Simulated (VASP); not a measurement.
# Si2W (I4/mmm) in VASP: notebook

Si2W is run at these levels: LDA; tasks: single point, relaxation of shape and atoms at fixed volume.

Everything below comes from runs of VASP 6.6.1. Logs are shortened: lines on timing, memory, paths and dates and some standing lists are left out, and cuts for length are marked.

### 1 The cell of the first run

Symmetry: I4/mmm, No. 139, tetragonal system. Conventional cell: a = 3.252 Å, b = 3.252 Å, c = 7.905 Å, α = 90.00°, β = 90.00°, γ = 90.00°. Within 3.4 Å of Si (site symmetry 4mm) lie 9 Si at 2.60 to 3.25 Å and 5 W at 2.64 to 2.65 Å. W (site symmetry 4/mmm) has 10 Si at 2.64 to 2.65 Å and 4 W at 3.25 Å within 3.5 Å.

### 2 Single point, LDA (13.94 Å³/atom)

INCAR reads:

```
SYSTEM = Si2W
  PREC = Accurate
  ENCUT = 500
  EDIFF = 1E-6
  ISMEAR = 0
  SIGMA = 0.1
  LREAL = .FALSE.
  LASPH = .TRUE.
  NELM = 120
  ALGO = Normal
  ISIF = 2
  LWAVE = .FALSE.
  LCHARG = .FALSE.
  GGA = CA
  NBANDS = 18
  GGA_COMPAT = .FALSE.
```

KPOINTS reads:

```
regular mesh
0
G
  18 18 18
  0 0 0
```

POSCAR reads:

```
Si2W
1.0
   -1.6261532546      1.6261532546      3.9526017165
    1.6261532546     -1.6261532546      3.9526017165
    1.6261532546      1.6261532546     -3.9526017165
Si W
2 1
Direct
    0.3357403685      0.3357403685      0.0000000000
    0.6642596315      0.6642596315      0.0000000000
    0.0000000000      0.0000000000      0.0000000000
```

Potentials or basis: VASP PAW LDA potentials, release 64 (Si, W_sv).

The run is started by

```console
> cat potpaw_LDA.64/Si/POTCAR potpaw_LDA.64/W_sv/POTCAR > POTCAR
> mpirun -np 1 vasp_std > vasp.out
```

OUTCAR:

```text
SYSTEM = Si2W
   PREC = Accurate
   ENCUT = 500
   EDIFF = 1E-6
   ISMEAR = 0
   LREAL = .FALSE.
   LASPH = .TRUE.
   NELM = 120
   ISIF = 2
   GGA = CA

 ion  position               nearest neighbor table
   1  0.336  0.336  0.000-   2 2.60   3 2.64   3 2.64   3 2.64   3 2.64   3 2.65   2 2.67   2 2.67
                             2 2.67   2 2.67
   2  0.664  0.664  0.000-   1 2.60   3 2.64   3 2.64   3 2.64   3 2.64   3 2.65   1 2.67   1 2.67
                             1 2.67   1 2.67
   3  0.000  0.000  0.000-   1 2.64   2 2.64   2 2.64   2 2.64   2 2.64   1 2.64   1 2.64   1 2.64
                             1 2.65   2 2.65

  LATTYP: Found a body centered tetragonal cell.
 ALAT       =     3.2523065092
 C/A-ratio  =     2.4306452699

  Lattice vectors:

 A1 = (  -1.6261532546,   1.6261532546,   3.9526017165)
 A2 = (   1.6261532546,  -1.6261532546,   3.9526017165)
 A3 = (   1.6261532546,   1.6261532546,  -3.9526017165)

Analysis of symmetry for initial positions (statically):
=====================================================================
 Subroutine PRICEL returns:
 Original cell was already a primitive cell.

 Routine SETGRP: Setting up the symmetry group for a
 body centered tetragonal supercell.

 Subroutine GETGRP returns: Found 16 space group operations
 (whereof 16 operations were pure point group operations)
 out of a pool of 16 trial point group operations.

The static configuration has the point symmetry D_4h.

Analysis of symmetry for dynamics (positions and initial velocities):
=====================================================================
 Subroutine PRICEL returns:
 Original cell was already a primitive cell.

 Routine SETGRP: Setting up the symmetry group for a
 body centered tetragonal supercell.

 Subroutine GETGRP returns: Found 16 space group operations
 (whereof 16 operations were pure point group operations)
 out of a pool of 16 trial point group operations.

The dynamic configuration has the point symmetry D_4h.

 Subroutine INISYM returns: Found 16 space group operations
 (whereof 16 operations are pure point group operations),
 and found     1 'primitive' translations

----------------------------------------------------------------------------------------

                                     Primitive cell

  volume of cell :      41.8086

  direct lattice vectors                    reciprocal lattice vectors
    -1.626153255  1.626153255  3.952601716     0.000000000  0.307474095  0.126498958
     1.626153255 -1.626153255  3.952601716     0.307474095  0.000000000  0.126498958
     1.626153255  1.626153255 -3.952601716     0.307474095  0.307474095  0.000000000

  length of vectors
     4.572943160  4.572943160  4.572943160     0.332479030  0.332479030  0.434834035

  position of ions in fractional coordinates (direct lattice)
     0.335740368  0.335740368  0.000000000
     0.664259632  0.664259632  0.000000000
     0.000000000  0.000000000  0.000000000

  ion indices of the primitive-cell ions
   primitive index   ion index
                 1           1
                 2           2
                 3           3

----------------------------------------------------------------------------------------

 KPOINTS: regular mesh

Automatic generation of k-mesh.
 Grid dimensions read from file:
 generate k-points for:   18   18   18

 Generating k-lattice:

  Cartesian coordinates                     Fractional coordinates (reciprocal lattice)
     0.000000000  0.017081894  0.007027720     0.055555556  0.000000000  0.000000000
     0.017081894  0.000000000  0.007027720     0.000000000  0.055555556  0.000000000
     0.017081894  0.017081894  0.000000000     0.000000000  0.000000000  0.055555556

  Length of vectors
     0.018471057  0.018471057  0.024157446

  Shift w.r.t. Gamma in fractional coordinates (k-lattice)
     0.000000000  0.000000000  0.000000000

 Subroutine IBZKPT returns following result:
 ===========================================

 Found    480 irreducible k-points:

 Following reciprocal coordinates:
            Coordinates               Weight
  0.000000  0.000000  0.000000      1.000000
  0.055556  0.000000  0.000000      8.000000
  0.111111  0.000000  0.000000      8.000000
  0.166667  0.000000  0.000000      8.000000
  0.222222  0.000000  0.000000      8.000000
  0.277778  0.000000  0.000000      8.000000
[... 16 lines left out ...]
 -0.277778  0.055556 -0.000000     16.000000
 -0.222222  0.055556 -0.000000     16.000000
 [... further k-points ...]
   k-points           NKPTS =    480   k-points in BZ     NKDIM =    480   number of bands    NBANDS=     18
   number of dos      NEDOS =    301   number of ions     NIONS =      3
   total plane-waves  NPLWV =  46656
   dimension x,y,z NGX =    36 NGY =   36 NGZ =   36
   dimension x,y,z NGXF=    72 NGYF=   72 NGZF=   72
   ions per type =               2   1
   NGX,Y,Z   is equivalent  to a cutoff of  13.09, 13.09, 13.09 a.u.
   NGXF,Y,Z  is equivalent  to a cutoff of  26.18, 26.18, 26.18 a.u.
 SYSTEM =  Si2W
   PREC   = accura    normal or accurate (medium, high low for compatibility)
   ISTART =      0    job   : 0-new  1-cont  2-samecut
   ICHARG =      2    charge: 1-file 2-atom 10-const
   ISPIN  =      1    spin polarized calculation?
   LNONCOLLINEAR =      F non collinear calculations
   LSORBIT =      F    spin-orbit coupling
   LASPH  =      T    aspherical Exc in radial PAW
   ENCUT  =  500.0 eV  36.75 Ry    6.06 a.u.   8.34  8.34  8.34*2*pi/ulx,y,z
   NELM   =    120;   NELMIN=  2; NELMDL= -5     # of ELM steps
   EDIFF  = 0.1E-05   stopping-criterion for ELM
   LREAL  =      F    real-space projection
   EDIFFG = 0.1E-04   stopping-criterion for IOM
   NSW    =      0    number of steps for IOM
   IBRION =     -1    ionic relax: 0-MD 1-quasi-New 2-CG
   NFREE  =      0    steps in history (QN), initial steepest desc. (CG)
   ISIF   =      2    stress and relaxation
   ISYM   =      2    0-nonsym 1-usesym 2-fastsym
   POTIM  = 0.5000    time-step for ionic-motion
   TEBEG  =    0.0;   TEEND  =   0.0 temperature during run
   PSTRESS=    0.0 pullay stress
   NELECT =      22.0000    total number of electrons
   NUPDOWN=      -1.0000    fix difference up-down
   EMIN   =  10.00;   EMAX   =-10.00  energy-range for DOS
   EFERMI =   0.00;   METHOD = LEGACY
   ISMEAR =     0;   SIGMA  =   0.10  broadening in eV -4-tet -1-fermi 0-gaus
   EFERMI_NEDOS =   21; number of points for ismear=-14 and -15
   IALGO  =     38    algorithm
   IMIX   =      4    mixing-type and parameters
     AMIX     =   0.40;   BMIX     =  1.00
     AMIX_MAG =   1.60;   BMIX_MAG =  1.00
  volume/ion in A,a.u.               =      13.94        94.05
  Fermi-wavevector in a.u.,A,eV,Ry     =   1.321682  2.497617 23.767255  1.746844
  Thomas-Fermi vector in A             =   2.451418
   LORBIT       =      0    0 simple, 1 ext, 2 COOP (PROOUT), +10 PAW based schemes
   GGA     = CA    functional components
   LHFCALC =     F    Hartree Fock is set to
   AEXX    =    0.0000 exact exchange contribution
   IVDW    =     0    specifies the selected vdW correction
   LEPSILON=     F    determine dielectric tensor
   LRPA    =     F    only Hartree local field effects (RPA)
 non-spin polarized calculation
 Gauss-broadening in eV      SIGMA  =   0.10
  energy-cutoff  :      500.00
  volume of cell :       41.81
 maximum number of plane-waves:      1078
 NGX is ok and might be reduce to    36
   NGX = 17   NGY = 17   NGZ = 17

 number of electron      22.0000001 magnetization

 Free energy of the ion-electron system (eV)
  ---------------------------------------------------
  ext. energy  EPLUGINS =         0.00000000
  ---------------------------------------------------
  free energy    TOTEN  =       -27.27201753 eV

  energy without entropy =      -27.27105265  energy(sigma->0) =      -27.27153509

 E-fermi :  11.3854     XC(G=0): -12.4878

 val. band max:       11.3829523814   @ k =  -0.3889   0.5000   0.3333
 cond. band min:      11.3929585881   @ k =  -0.4444  -0.4444   0.2778
 fundamental gap:      0.0100062068
 Fermi energy:        11.3854005930

 k-point     1 :       0.0000    0.0000    0.0000
  band No.  band energies     occupation
      1     -62.0733      2.00000
      2     -26.5592      2.00000
      3     -26.5592      2.00000
      4     -26.5581      2.00000
      5      -2.3046      2.00000
      6       4.7867      2.00000
[... 10 lines left out ...]
     17      16.8892      0.00000
     18      16.8892      0.00000

 k-point     2 :       0.0556    0.0000    0.0000
  band No.  band energies     occupation
      1     -62.0731      2.00000
      2     -26.5651      2.00000
      3     -26.5587      2.00000
      4     -26.5577      2.00000
      5      -2.2474      2.00000
      6       4.7881      2.00000
[... 10 lines left out ...]
     17      16.8914      0.00000
     18      17.1222      0.00000

 k-point     3 :       0.1111    0.0000    0.0000
  band No.  band energies     occupation
      1     -62.0725      2.00000
      2     -26.5821      2.00000
      3     -26.5571      2.00000
      4     -26.5564      2.00000
      5      -2.0768      2.00000
      6       4.7827      2.00000
[... 10 lines left out ...]
     17      16.9372      0.00000
     18      17.6907      0.00000

 k-point     4 :       0.1667    0.0000    0.0000
  band No.  band energies     occupation
      1     -62.0717      2.00000
      2     -26.6080      2.00000
      3     -26.5548      2.00000
      4     -26.5545      2.00000
      5      -1.7965      2.00000
      6       4.7362      2.00000
[... 375 lines left out ...]
      4     -26.5461      2.00000
      5      -0.4072      2.00000
      6       3.8990      2.00000
[... 10 lines left out ...]
     17      18.4869      0.00000
     18      19.4213      0.00000

 k-point    23 :      -0.2778    0.0556   -0.0000
  band No.  band energies     occupation
      1     -62.0693      2.00000
      2     -26.6722      2.00000
      3     -26.5545      2.00000
      4     -26.5484      2.00000
      5      -0.9591      2.00000
      6       4.4670      2.00000
[... 10 lines left out ...]
     17      18.0983      0.00000
     18      19.3567      0.00000

 k-point    24 :      -0.2222    0.0556   -0.0000
  band No.  band energies     occupation
      1     -62.0704      2.00000
      2     -26.6389      2.00000
      3     -26.5576      2.00000
      4     -26.5510      2.00000
      5      -1.4237      2.00000
      6       4.8541      2.00000
[... 10 lines left out ...]
     17      17.4303      0.00000
     18      19.4827      0.00000

 [... further k-points ...]

------------------------ aborting loop because EDIFF is reached ----------------------------------------

  FORCE on cell =-STRESS in cart. coord.  units (eV):
  Direction    XX          YY          ZZ          XY          YZ          ZX
  --------------------------------------------------------------------------------------
  -------------------------------------------------------------------------------------
  Total       -3.0416079     -3.0416079     -3.0462329      0.0000000      0.0000000      0.0000000
  in kB     -116.5595378   -116.5595378   -116.7367749      0.0000000      0.0000000      0.0000000
  external PRESSURE =    -116.6186168 kB  Pullay stress =       0.0000000 kB

 VOLUME and BASIS-vectors are now :
 -----------------------------------------------------------------------------
  energy-cutoff  :      500.00
  volume of cell :       41.81
      direct lattice vectors                 reciprocal lattice vectors
    -1.626153255  1.626153255  3.952601716     0.000000000  0.307474095  0.126498958
     1.626153255 -1.626153255  3.952601716     0.307474095  0.000000000  0.126498958
     1.626153255  1.626153255 -3.952601716     0.307474095  0.307474095  0.000000000

 POSITION                                       TOTAL-FORCE (eV/Angst)
 -----------------------------------------------------------------------------------
      0.00000      0.00000      2.65410        -0.000000     -0.000000     -0.012953
      0.00000      0.00000      5.25111         0.000000      0.000000      0.012953
      0.00000      0.00000      0.00000        -0.000000     -0.000000     -0.000000
 -----------------------------------------------------------------------------------
    total drift:                                0.000000      0.000000     -0.000000

  FREE ENERGIE OF THE ION-ELECTRON SYSTEM (eV)
  ---------------------------------------------------
  free  energy   TOTEN  =       -27.2720175275 eV

  energy  without entropy=      -27.2710526483  energy(sigma->0) =      -27.27153509
```

It took 10 min on 1 thread of Intel Xeon 8259CL, shared host; peak memory 0.43 GiB.

What came out:

| Quantity | Value |
| --- | --- |
| Free energy | -27.2720 eV |
| Pressure | -11.7 GPa |
| Largest force | 0.013 eV/Å |
| Band gap on the k mesh | zero (bands 11 and 12 overlap by 1.17 eV) |

Forces on the atoms (eV/Å):
```
Si   0.000  0.000 -0.013
Si   0.000  0.000  0.013
W    0.000  0.000  0.000
```

Levels at points of the mesh, in eV from the Fermi level:
| k point | band 7 | band 8 | band 9 | band 10 | band 11 | band 12 | band 13 | band 14 | band 15 | band 16 |
| --- | --- | --- | --- | --- | --- | --- | --- | --- | --- | --- |
| (0.00, 0.00, 0.00) | -3.70 | -3.19 | -2.71 | -2.71 | 0.55 | 2.58 | 2.96 | 2.96 | 3.19 | 4.43 |
| (0.50, 0.00, 0.00) | -5.57 | -4.66 | -2.72 | -2.62 | -0.39 | 2.49 | 2.78 | 3.84 | 4.13 | 5.12 |
| (0.50, 0.50, 0.00) | -5.73 | -5.43 | -4.81 | -3.08 | -1.68 | 2.74 | 2.76 | 2.91 | 3.84 | 4.38 |
| (0.50, 0.50, 0.50) | -3.67 | -2.43 | -0.78 | -0.78 | -0.48 | -0.48 | 0.71 | 4.40 | 4.42 | 6.26 |

Caveat: the cell stands under tension; spin-orbit coupling is left out, which moves the levels of the heavy elements.

(Part 1 of 2 ends here.)
